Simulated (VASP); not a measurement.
# C (P4/mmm) in VASP: further runs

The runs below take C through single point, with PBE, B3LYP.

Program: VASP 6.6.1. These are calculated values, not measurements. Logs are shortened: lines on timing, memory, paths and dates and some standing lists are left out, and cuts for length are marked.

## (1) The cell of the first run

Symmetry: P4/mmm, No. 123, tetragonal system. The conventional cell has a = 4.255 Å, b = 4.255 Å, c = 1.282 Å, α = 90.00°, β = 90.00°, γ = 90.00°. Within 1.7 Å of C (site symmetry 4/mmm) lie 2 C at 1.28 Å.

## (2) Single point, PBE

Contents of INCAR:

```
ALGO = Normal
EDIFF = 1E-6
ENCUT = 600
GGA = PE
GGA_COMPAT = False
ISIF = 2
ISMEAR = -1
LASPH = True
LCHARG = False
LREAL = False
LWAVE = False
NBANDS = 8
NELM = 120
PREC = Accurate
SIGMA = 0.03
```

Contents of KPOINTS:

```
k-points
0
Gamma
  4 4 12
```

Contents of POSCAR:

```
C
1.0
    4.2551700000      0.0000000000      0.0000000000
    0.0000000000      4.2551700000      0.0000000000
    0.0000000000      0.0000000000      1.2822900000
C
1
Direct
    0.5000000000      0.5000000000      0.5000000000
```

Potentials or basis: VASP PAW PBE potentials, release 64 (C).

On the command line:

```bash
$ cat potpaw_PBE.64/C/POTCAR > POTCAR
$ mpirun -np 1 vasp_std > vasp.out
```

OUTCAR:

```text
EDIFF = 1E-6
   ENCUT = 600
   GGA = PE
   ISIF = 2
   ISMEAR = -1
   LASPH = True
   LREAL = False
   NELM = 120
   PREC = Accurate

 ion  position               nearest neighbor table
   1  0.500  0.500  0.500-

  LATTYP: Found a simple tetragonal cell.
 ALAT       =     4.2551700000
 C/A-ratio  =     0.3013487123

  Lattice vectors:

 A1 = (   4.2551700000,   0.0000000000,   0.0000000000)
 A2 = (   0.0000000000,   4.2551700000,   0.0000000000)
 A3 = (   0.0000000000,   0.0000000000,   1.2822900000)

Analysis of symmetry for initial positions (statically):
=====================================================================
 Subroutine PRICEL returns:
 Original cell was already a primitive cell.

 Routine SETGRP: Setting up the symmetry group for a
 simple tetragonal supercell.

 Subroutine GETGRP returns: Found 16 space group operations
 (whereof 16 operations were pure point group operations)
 out of a pool of 16 trial point group operations.

The static configuration has the point symmetry D_4h.

Analysis of symmetry for dynamics (positions and initial velocities):
=====================================================================
 Subroutine PRICEL returns:
 Original cell was already a primitive cell.

 Routine SETGRP: Setting up the symmetry group for a
 simple tetragonal supercell.

 Subroutine GETGRP returns: Found 16 space group operations
 (whereof 16 operations were pure point group operations)
 out of a pool of 16 trial point group operations.

The dynamic configuration has the point symmetry D_4h.

 Subroutine INISYM returns: Found 16 space group operations
 (whereof 16 operations are pure point group operations),
 and found     1 'primitive' translations

----------------------------------------------------------------------------------------

                                     Primitive cell

  volume of cell :      23.2177

  direct lattice vectors                    reciprocal lattice vectors
     4.255170000  0.000000000  0.000000000     0.235008237  0.000000000  0.000000000
     0.000000000  4.255170000  0.000000000     0.000000000  0.235008237  0.000000000
     0.000000000  0.000000000  1.282290000     0.000000000  0.000000000  0.779854791

  length of vectors
     4.255170000  4.255170000  1.282290000     0.235008237  0.235008237  0.779854791

  position of ions in fractional coordinates (direct lattice)
     0.500000000  0.500000000  0.500000000

  ion indices of the primitive-cell ions
   primitive index   ion index
                 1           1

----------------------------------------------------------------------------------------

 KPOINTS: k-points

Automatic generation of k-mesh.
 Grid dimensions read from file:
 generate k-points for:    4    4   12

 Generating k-lattice:

  Cartesian coordinates                     Fractional coordinates (reciprocal lattice)
     0.058752059  0.000000000  0.000000000     0.250000000  0.000000000  0.000000000
     0.000000000  0.058752059  0.000000000     0.000000000  0.250000000  0.000000000
     0.000000000  0.000000000  0.064987899     0.000000000  0.000000000  0.083333333

  Length of vectors
     0.058752059  0.058752059  0.064987899

  Shift w.r.t. Gamma in fractional coordinates (k-lattice)
     0.000000000  0.000000000  0.000000000

 Subroutine IBZKPT returns following result:
 ===========================================

 Found     42 irreducible k-points:

 Following reciprocal coordinates:
            Coordinates               Weight
  0.000000  0.000000  0.000000      1.000000
  0.250000  0.000000  0.000000      4.000000
  0.500000  0.000000  0.000000      2.000000
  0.250000  0.250000  0.000000      4.000000
  0.500000  0.250000  0.000000      4.000000
  0.500000  0.500000  0.000000      1.000000
[... 16 lines left out ...]
  0.500000  0.250000  0.250000      8.000000
  0.500000  0.500000  0.250000      2.000000
 [... further k-points ...]
   k-points           NKPTS =     42   k-points in BZ     NKDIM =     42   number of bands    NBANDS=      8
   number of dos      NEDOS =    301   number of ions     NIONS =      1
   total plane-waves  NPLWV =  12960
   dimension x,y,z NGX =    36 NGY =   36 NGZ =   10
   dimension x,y,z NGXF=    72 NGYF=   72 NGZF=   20
   ions per type =               1
   NGX,Y,Z   is equivalent  to a cutoff of  14.06, 14.06, 12.96 a.u.
   NGXF,Y,Z  is equivalent  to a cutoff of  28.13, 28.13, 25.93 a.u.
 SYSTEM =  unknown system
   PREC   = accura    normal or accurate (medium, high low for compatibility)
   ISTART =      0    job   : 0-new  1-cont  2-samecut
   ICHARG =      2    charge: 1-file 2-atom 10-const
   ISPIN  =      1    spin polarized calculation?
   LNONCOLLINEAR =      F non collinear calculations
   LSORBIT =      F    spin-orbit coupling
   LASPH  =      T    aspherical Exc in radial PAW
   ENCUT  =  600.0 eV  44.10 Ry    6.64 a.u.   8.50  8.50  2.56*2*pi/ulx,y,z
   NELM   =    120;   NELMIN=  2; NELMDL= -5     # of ELM steps
   EDIFF  = 0.1E-05   stopping-criterion for ELM
   LREAL  =      F    real-space projection
   EDIFFG = 0.1E-04   stopping-criterion for IOM
   NSW    =      0    number of steps for IOM
   IBRION =     -1    ionic relax: 0-MD 1-quasi-New 2-CG
   NFREE  =      0    steps in history (QN), initial steepest desc. (CG)
   ISIF   =      2    stress and relaxation
   ISYM   =      2    0-nonsym 1-usesym 2-fastsym
   POTIM  = 0.5000    time-step for ionic-motion
   TEBEG  =    0.0;   TEEND  =   0.0 temperature during run
   PSTRESS=    0.0 pullay stress
   NELECT =       4.0000    total number of electrons
   NUPDOWN=      -1.0000    fix difference up-down
   EMIN   =  10.00;   EMAX   =-10.00  energy-range for DOS
   EFERMI =   0.00;   METHOD = LEGACY
   ISMEAR =    -1;   SIGMA  =   0.03  broadening in eV -4-tet -1-fermi 0-gaus
   EFERMI_NEDOS =   21; number of points for ismear=-14 and -15
   IALGO  =     38    algorithm
   IMIX   =      4    mixing-type and parameters
     AMIX     =   0.40;   BMIX     =  1.00
     AMIX_MAG =   1.60;   BMIX_MAG =  1.00
  volume/ion in A,a.u.               =      23.22       156.68
  Fermi-wavevector in a.u.,A,eV,Ry     =   0.910937  1.721420 11.290188  0.829805
  Thomas-Fermi vector in A             =   2.035157
   LORBIT       =      0    0 simple, 1 ext, 2 COOP (PROOUT), +10 PAW based schemes
   GGA     = PE    functional components
   LHFCALC =     F    Hartree Fock is set to
   AEXX    =    0.0000 exact exchange contribution
   IVDW    =     0    specifies the selected vdW correction
   LEPSILON=     F    determine dielectric tensor
   LRPA    =     F    only Hartree local field effects (RPA)
 non-spin polarized calculation
  energy-cutoff  :      600.00
  volume of cell :       23.22
 maximum number of plane-waves:       794
 NGX is ok and might be reduce to    36
   NGX = 17   NGY = 17   NGZ =  5

 number of electron       3.9999999 magnetization

 Free energy of the ion-electron system (eV)
  ---------------------------------------------------
  ext. energy  EPLUGINS =         0.00000000
  ---------------------------------------------------
  free energy    TOTEN  =        -8.09779680 eV

  energy without entropy =       -8.09104856  energy(sigma->0) =       -8.09442268

 E-fermi :  -1.7684     XC(G=0):  -5.9575

 val. band max:       -1.7785736086   @ k =   0.2500   0.2500   0.2500
 cond. band min:      -1.7586241651   @ k =   0.2500   0.2500   0.2500
 fundamental gap:      0.0199494434
 Fermi energy:        -1.7684077742

 k-point     1 :       0.0000    0.0000    0.0000
  band No.  band energies     occupation
      1     -18.0627      2.00000
      2      -6.9035      2.00000
      3      -6.9035      2.00000
      4       2.0364      0.00000
      5       6.3909      0.00000
      6      10.9794      0.00000
      7      10.9794      0.00000
      8      12.0117      0.00000

 k-point     2 :       0.2500    0.0000    0.0000
  band No.  band energies     occupation
      1     -18.0449      2.00000
      2      -7.1072      2.00000
      3      -6.8850      2.00000
      4       2.7815      0.00000
      5       6.1759      0.00000
      6       9.3559      0.00000
      7      10.0318      0.00000
      8      14.3291      0.00000

 k-point     3 :       0.5000    0.0000    0.0000
  band No.  band energies     occupation
      1     -18.0269      2.00000
      2      -7.2976      2.00000
      3      -6.8663      2.00000
      4       4.5055      0.00000
      5       4.5147      0.00000
      6       8.6210      0.00000
      7      11.6396      0.00000
      8      12.5715      0.00000

 k-point     4 :       0.2500    0.2500    0.0000
  band No.  band energies     occupation
      1     -18.0276      2.00000
      2      -7.0906      2.00000
      3      -7.0694      2.00000
      4       3.4094      0.00000
      5       6.6434      0.00000
      6       7.0910      0.00000
      7      12.8077      0.00000
      8      13.0359      0.00000

 k-point     5 :       0.5000    0.2500    0.0000
  band No.  band energies     occupation
      1     -18.0101      2.00000
      2      -7.2630      2.00000
      3      -7.0524      2.00000
      4       4.3500      0.00000
      5       5.5292      0.00000
      6       7.5609      0.00000
      7      12.2713      0.00000
      8      14.1837      0.00000
[... 177 lines left out ...]
 k-point    22 :       0.2500    0.2500    0.2500
  band No.  band energies     occupation
      1     -15.0565      2.00000
      2      -1.7786      1.16783
      3      -1.7586      0.83837
      4       8.2642      0.00000
      5      12.0451      0.00000
      6      12.2371      0.00000
      7      16.0004      0.00000
      8      18.4075      0.00000

 k-point    23 :       0.5000    0.2500    0.2500
  band No.  band energies     occupation
      1     -15.0469      2.00000
      2      -1.9330      1.99174
      3      -1.7442      0.61721
      4       9.9088      0.00000
      5       9.9834      0.00000
      6      13.1374      0.00000
      7      14.7515      0.00000
      8      19.9002      0.00000

 k-point    24 :       0.5000    0.5000    0.2500
  band No.  band energies     occupation
      1     -15.0376      2.00000
      2      -1.9020      1.97698
      3      -1.9020      1.97698
      4       9.8780      0.00000
      5      12.0993      0.00000
      6      12.5206      0.00000
      7      12.5206      0.00000
      8      19.9119      0.00000

 [... further k-points ...]
[... 5 lines left out ...]
  --------------------------------------------------------------------------------------
  -------------------------------------------------------------------------------------
  Total       -0.1113096     -0.1113096      0.4493770      0.0000000      0.0000000      0.0000000
  in kB       -7.6810942     -7.6810942     31.0099710      0.0000000      0.0000000      0.0000000
  external PRESSURE =       5.2159275 kB  Pullay stress =       0.0000000 kB

 VOLUME and BASIS-vectors are now :
 -----------------------------------------------------------------------------
  energy-cutoff  :      600.00
  volume of cell :       23.22
      direct lattice vectors                 reciprocal lattice vectors
     4.255170000  0.000000000  0.000000000     0.235008237  0.000000000  0.000000000
     0.000000000  4.255170000  0.000000000     0.000000000  0.235008237  0.000000000
     0.000000000  0.000000000  1.282290000     0.000000000  0.000000000  0.779854791

 POSITION                                       TOTAL-FORCE (eV/Angst)
 -----------------------------------------------------------------------------------
      2.12758      2.12758      0.64114         0.000000      0.000000      0.000000
 -----------------------------------------------------------------------------------
    total drift:                                0.000000      0.000000     -0.000000

  FREE ENERGIE OF THE ION-ELECTRON SYSTEM (eV)
  ---------------------------------------------------
  free  energy   TOTEN  =        -8.0977967950 eV

  energy  without entropy=       -8.0910485589  energy(sigma->0) =       -8.09442268
```

Run time: 11 s. Hardware: 1 thread of Intel Xeon 8259CL, shared host; peak memory 0.13 GiB.

Results:

* Free energy: -8.0978 eV
* Pressure: 0.5 GPa
* Band gap on the k mesh: zero (band 2 reaches 6.89 eV, above the bottom of band 3 at -7.23 eV)

Caveat: the k points lie up to 0.41 Å⁻¹ apart.

## (3) Single point, B3LYP

This run uses another cell than the first one, of 28.77 Å³/atom, 1.239 times its volume.

Contents of POSCAR:

```
C
1.0
    4.7597829962      0.0000000000      0.0000000000
    0.0000000000      4.7597829962      0.0000000000
    0.0000000000      0.0000000000      1.2697686878
C
1
Direct
    0.5000000000      0.5000000000      0.5000000000
```

Contents of INCAR.step1:

```
  ALGO = Normal
  EDIFF = 1E-5
  ENCUT = 520
  GGA = PE
  ISIF = 2
  ISMEAR = -1
  LASPH = True
  LCHARG = False
  LREAL = False
  LWAVE = True
  NBANDS = 8
  NELM = 100
  PREC = Accurate
  SIGMA = 0.05
```

Contents of INCAR.step2:

```
  AEXX = 0.2
  AGGAC = 0.81
  AGGAX = 0.72
  ALDAC = 0.19
  ALGO = Normal
  EDIFF = 1E-6
  ENCUT = 520
  GGA = B3
  ISIF = 2
  ISMEAR = -1
  ISTART = 1
  LASPH = True
  LCHARG = False
  LHFCALC = True
  LREAL = False
  LWAVE = False
  NBANDS = 8
  NELM = 100
  PREC = Accurate
  PRECFOCK = Normal
  SIGMA = 0.05
```

Contents of KPOINTS:

```
k-points
0
Gamma
  3 3 10
```

Potentials or basis: VASP PAW PBE potentials, release 64 (C).

On the command line:

```bash
$ cat potpaw_PBE.64/C/POTCAR > POTCAR
$ cp INCAR.step1 INCAR
$ mpirun -np 1 vasp_std > vasp.out
$ cp INCAR.step2 INCAR
$ mpirun -np 1 vasp_std > vasp.out
```

OUTCAR:

```text
AEXX = 0.2
   EDIFF = 1E-6
   ENCUT = 520
   GGA = B3
   ISIF = 2
   ISMEAR = -1
   ISTART = 1
   LASPH = True
   LHFCALC = True
   LREAL = False
   NELM = 100
   PREC = Accurate
   PRECFOCK = Normal

 ion  position               nearest neighbor table
   1  0.500  0.500  0.500-

  LATTYP: Found a simple tetragonal cell.
 ALAT       =     4.7597829962
 C/A-ratio  =     0.2667702895

  Lattice vectors:

[... 376 lines left out ...]
      4      10.6130      0.00000
      5      21.6509      0.00000
      6      21.7600      0.00000
      7      26.5110      0.00000
      8      26.5933      0.00000

------------------------ aborting loop because EDIFF is reached ----------------------------------------

  FORCE on cell =-STRESS in cart. coord.  units (eV):
  Direction    XX          YY          ZZ          XY          YZ          ZX
  --------------------------------------------------------------------------------------
  -------------------------------------------------------------------------------------
  Total       -0.0002086     -0.0002086     -0.0522863      0.0000000      0.0000000     -0.0000000
  in kB       -0.0116174     -0.0116174     -2.9120563      0.0000000      0.0000000     -0.0000000
  external PRESSURE =      -0.9784303 kB  Pullay stress =       0.0000000 kB

 VOLUME and BASIS-vectors are now :
 -----------------------------------------------------------------------------
  energy-cutoff  :      520.00
  volume of cell :       28.77
      direct lattice vectors                 reciprocal lattice vectors
     4.759782996  0.000000000  0.000000000     0.210093612  0.000000000  0.000000000
     0.000000000  4.759782996  0.000000000     0.000000000  0.210093612  0.000000000
     0.000000000  0.000000000  1.269768688     0.000000000  0.000000000  0.787545015

 POSITION                                       TOTAL-FORCE (eV/Angst)
 -----------------------------------------------------------------------------------
      2.37989      2.37989      0.63488         0.000000      0.000000      0.000000
 -----------------------------------------------------------------------------------
    total drift:                                0.000000      0.000000      0.000000

  FREE ENERGIE OF THE ION-ELECTRON SYSTEM (eV)
  ---------------------------------------------------
  free  energy   TOTEN  =        -9.5238542088 eV

  energy  without entropy=       -9.5238542087  energy(sigma->0) =       -9.52385421
```

OUTCAR.step1:

```text
EDIFF = 1E-5
   ENCUT = 520
   GGA = PE
   ISIF = 2
   ISMEAR = -1
   LASPH = True
[... 405 lines left out ...]

 POSITION                                       TOTAL-FORCE (eV/Angst)
 -----------------------------------------------------------------------------------
      2.37989      2.37989      0.63488         0.000000      0.000000      0.000000
 -----------------------------------------------------------------------------------
    total drift:                                0.000000      0.000000     -0.000000

  FREE ENERGIE OF THE ION-ELECTRON SYSTEM (eV)
  ---------------------------------------------------
  free  energy   TOTEN  =        -8.3892308288 eV

  energy  without entropy=       -8.3892308288  energy(sigma->0) =       -8.38923083
```

OSZICAR.step1:

```text
N       E                     dE             d eps       ncg     rms          rms(c)
DAV:   1     0.541088362332E+01    0.54109E+01   -0.23193E+03   288   0.402E+02
DAV:   2    -0.911814279768E+01   -0.14529E+02   -0.14148E+02   384   0.691E+01
DAV:   3    -0.931327291446E+01   -0.19513E+00   -0.19513E+00   376   0.105E+01
DAV:   4    -0.931411951716E+01   -0.84660E-03   -0.84660E-03   464   0.698E-01
DAV:   5    -0.931411981759E+01   -0.30042E-06   -0.30043E-06   392   0.113E-02    0.511E+00
DAV:   6    -0.858787272913E+01    0.72625E+00   -0.99704E-01   328   0.476E+00    0.283E+00
DAV:   7    -0.838807498685E+01    0.19980E+00   -0.81482E-01   416   0.418E+00    0.917E-01
DAV:   8    -0.838927600161E+01   -0.12010E-02   -0.71605E-03   304   0.595E-01    0.116E-01
DAV:   9    -0.838899701522E+01    0.27899E-03   -0.84997E-04   344   0.136E-01    0.785E-02
DAV:  10    -0.838925473252E+01   -0.25772E-03   -0.10002E-03   288   0.137E-01    0.568E-02
DAV:  11    -0.838923874873E+01    0.15984E-04   -0.58871E-05   352   0.368E-02    0.891E-03
DAV:  12    -0.838923082876E+01    0.79200E-05   -0.91923E-06   296   0.199E-02
   1 F= -.83892308E+01 E0= -.83892308E+01  d E =-.613583E-11
```

It took 54 s on 1 thread of Intel Xeon Platinum 8488C (Sapphire Rapids), shared host; peak memory 0.13 GiB.

Results:

```
Free energy            : -9.5239 eV
Pressure               : -0.1 GPa
Band gap on the k mesh : zero (band 2 reaches 7.99 eV, above the bottom of band 3 at -9.04 eV)
```

Levels at points of the mesh, in eV from the Fermi level:
```csv
k point,band 1,band 2,band 3,band 4,band 5,band 6,band 7
"(0.00, 0.00, 0.00)",-17.13,-5.16,-5.16,5.46,9.36,12.69,12.69
"(0.00, 0.00, 0.50)",-9.45,11.72,14.41,14.41,26.11,26.11,27.54
```

Caveat: the k points lie up to 0.49 Å⁻¹ apart; the PAW data sets were made with another functional, which shifts forces and pressure a little.
